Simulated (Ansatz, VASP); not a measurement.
# One calculation of SnO2, two programs

```
Sn O
1.0
    -4.82719    4.82719    0.00000
    -4.82719   -4.82719    0.00000
     4.82719    0.00000    6.47630
Sn O
8 16
Direct
  0.62500 0.12500 0.25000
  0.87500 0.37500 0.75000
  0.12500 0.62500 0.25000
  0.37500 0.87500 0.75000
  0.00000 0.00000 0.00000
  0.25000 0.25000 0.50000
  0.50000 0.50000 0.00000
  0.75000 0.75000 0.50000
  0.93158 0.12500 0.25000
  0.18158 0.37500 0.75000
  0.43158 0.62500 0.25000
  0.68158 0.87500 0.75000
  0.31842 0.12500 0.25000
  0.56842 0.37500 0.75000
  0.81842 0.62500 0.25000
  0.06842 0.87500 0.75000
  0.50000 0.19342 0.00000
  0.75000 0.44342 0.50000
  0.00000 0.69342 0.00000
  0.25000 0.94342 0.50000
  0.50000 0.80658 0.00000
  0.75000 0.05658 0.50000
  0.00000 0.30658 0.00000
  0.25000 0.55658 0.50000
```

Alike in both runs: task single point; functional PBE; k mesh 3 × 3 × 3; occupations gaussian, width 0.02 eV; no spin polarisation.

|  | VASP | Ansatz |
| --- | --- | --- |
| version | VASP 6.6.1 | Ansatz 0.2.0 |
| potentials or method | VASP PAW PBE potentials, release 64 (Sn_d, O), cutoff 520 eV | scalar-relativistic, plane waves, PAW |
| valence electrons in the cell | 208 | 208 |

Ansatz gave:

- gap on the k mesh at the Fermi level (eV): 0.68
- least direct gap on the mesh (eV): 0.68
- pressure (GPa): 0.0
- traceless stress, the component that is largest in VASP (GPa): -0.02
- rms of the force components (eV/Å): 0.000

**Question.** Estimate VASP's values.

**Answer.** gap on the k mesh at the Fermi level (eV): 0.67; least direct gap on the mesh (eV): 0.67; pressure (GPa): 0.6; traceless stress, the component that is largest in VASP (GPa): 0.15; rms of the force components (eV/Å): 0.008.

Atom by atom the forces differ by 0.008 eV/Å (rms over components).
